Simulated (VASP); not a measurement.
The system is Rh.

```xyz
2
Lattice="2.7310 0.0000 0.0000 -1.3655 2.3651 0.0000 0.0000 0.0000 4.4285" Properties=species:S:1:pos:R:3 pbc="T T T"
Rh    1.3655    0.7884    3.3214
Rh    0.0000    1.5767    1.1071
```

Base run:

* Program: VASP 6.6.1
* Functional: r2SCAN
* Potentials or basis: VASP PAW PBE potentials, release 64 (Rh_pv)
* Cutoff: 520 eV
* k mesh: 9 × 9 × 4
* Occupations: gaussian, width 0.1 eV
* Spin: no spin polarisation

Its results: band gap on the k mesh zero (band 15 reaches 11.68 eV, above the bottom of band 16 at 9.65 eV); pressure -9.1 GPa.

Q: The run is repeated on the same cell with these changes: potentials or basis from VASP PAW PBE potentials, release 64 (Rh_pv) to VASP PAW PBE potentials, release 64 (Rh_sv_GW); cutoff from 520 eV to 580 eV; further incar settings from ALGO = Normal; EDIFF = 1e-07; NBANDS = 22 to ALGO = Normal; EDIFF = 1e-06; NBANDS = 24; valence electrons from 30 to 34. What comes out?

A: Band gap on the k mesh zero (band 17 reaches 10.68 eV, above the bottom of band 18 at 8.65 eV); pressure -11.6 GPa.

Caveats: the PAW data sets were made with another functional, which shifts forces and pressure a little.
